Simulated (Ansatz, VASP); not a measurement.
Mg2NCl in VASP and in Ansatz

INCAR

```
PREC = Accurate
ENCUT = 520
EDIFF = 1E-6
ISMEAR = 0
SIGMA = 0.05
LREAL = False
LASPH = True
NELM = 100
ALGO = Normal
ISIF = 2
LWAVE = False
LCHARG = False
GGA = PS
NBANDS = 16
```

File KPOINTS:

```
regular mesh
0
Gamma
  6 6 6
```

File POSCAR:

```
Mg2NCl
1.0
    1.6466125277      0.9506721861      5.9379615109
   -1.6466125277      0.9506721861      5.9379615109
    0.0000000000     -1.9013443722      5.9379615109
Mg N Cl
2 1 1
Direct
    0.2229104120      0.2229104120      0.2229104120
    0.7770895880      0.7770895880      0.7770895880
    0.5000000000      0.5000000000      0.5000000000
    0.0000000000      0.0000000000      0.0000000000
```

Input for Ansatz:

```yaml
crystal:
  lattice:
    - [1.6466125277, 0.9506721861, 5.9379615109]
    - [-1.6466125277, 0.9506721861, 5.9379615109]
    - [0.0, -1.9013443722, 5.9379615109]
  atoms:
    - { symbol: Mg, position: [0.222910412, 0.222910412, 0.222910412] }
    - { symbol: Mg, position: [0.777089588, 0.777089588, 0.777089588] }
    - { symbol: "N", position: [0.5, 0.5, 0.5] }
    - { symbol: Cl, position: [0.0, 0.0, 0.0] }
kpoints:
  mp_grid: { grid: [6, 6, 6] }
hamiltonian:
  xc: pbesol
scf:
  occupations: { method: gaussian, width: 0.05 }
  n_extra_bands: 5
output:
  forces: true
  stress: true
  eigenvalues: true
```

Alike in both runs: task single point; functional PBEsol; k mesh 6 × 6 × 6; occupations gaussian, width 0.05 eV; no spin polarisation.

```csv
,VASP,Ansatz
version,VASP 6.6.1,Ansatz 0.2.0
potentials or method,"VASP PAW PBE potentials, release 64 (Mg, N, Cl)",plane waves
plane-wave cutoff (eV),520,420
valence electrons in the cell,16,32
```

```csv
,VASP,Ansatz,Ansatz less VASP
gap on the k mesh at the Fermi level (eV),2.34,2.36,+0.027
pressure (GPa),-0.5,-0.3,+0.22
"traceless stress, the component that is largest in VASP (GPa)",0.15,0.23,+0.075
rms of the force components (eV/Å),0.011,0.030,+0.0184
```

VASP's potentials were made for PBE, not for PBEsol. Atom by atom the forces differ by 0.018 eV/Å (rms over components). With one functional, cell and mesh, what is left measures potentials, basis and numerics. VASP's potentials hold 16 valence electrons a cell and Ansatz's 32, so a difference there can come from the potentials and not from the codes.
